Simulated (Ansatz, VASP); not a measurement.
## One calculation of ZrN, two programs

```xyz
2
Lattice="0.0000 2.3076 2.3076 2.3076 0.0000 2.3076 2.3076 2.3076 0.0000" Properties=species:S:1:pos:R:3 pbc="T T T"
Zr    2.3076    2.3076    2.3076
N     0.0000    0.0000    0.0000
```

Alike in both runs: task single point; functional PBE; k mesh 11 × 11 × 11; occupations methfessel-paxton of order 1, width 0.15 eV; no spin polarisation.

```csv
,VASP,Ansatz
version,VASP 6.6.1,Ansatz 0.2.0
potentials or method,"VASP PAW PBE potentials, release 64 (Zr_sv, N), cutoff 600 eV","plane waves, PAW"
valence electrons in the cell,17,17
```

```tsv
	VASP	Ansatz	Ansatz less VASP
pressure (GPa)	-3.1	-3.2	-0.12
```
